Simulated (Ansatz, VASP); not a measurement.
**Cd: VASP beside Ansatz**

```
Cd
1.0
     0.00000    2.21815    2.21815
     2.21815    0.00000    2.21815
     2.21815    2.21815    0.00000
Cd
1
Direct
  0.00000 0.00000 0.00000
```

Alike in both runs: task single point; functional LDA; k mesh 18 × 18 × 18; occupations gaussian, width 0.15 eV; no spin polarisation.

|  | VASP | Ansatz |
| --- | --- | --- |
| version | VASP 6.6.1 | Ansatz 0.2.0 |
| potentials or method | VASP PAW LDA potentials, release 64 (Cd), cutoff 520 eV | scalar-relativistic, plane waves, PAW |
| valence electrons in the cell | 12 | 20 |

Ansatz gave:

```
gap on the k mesh at the Fermi level (eV) : none
pressure (GPa)                            : -4.8
```

What did VASP give for the same quantities?

gap on the k mesh at the Fermi level (eV): none; pressure (GPa): -4.4.

LDA's correlation is that of Perdew and Zunger in VASP and of Perdew and Wang (1992) in Ansatz. A gap of «none» marks a metal or a gap that the smearing closes. VASP's potentials hold 12 valence electrons a cell and Ansatz's 20, so a difference there can come from the potentials and not from the codes.
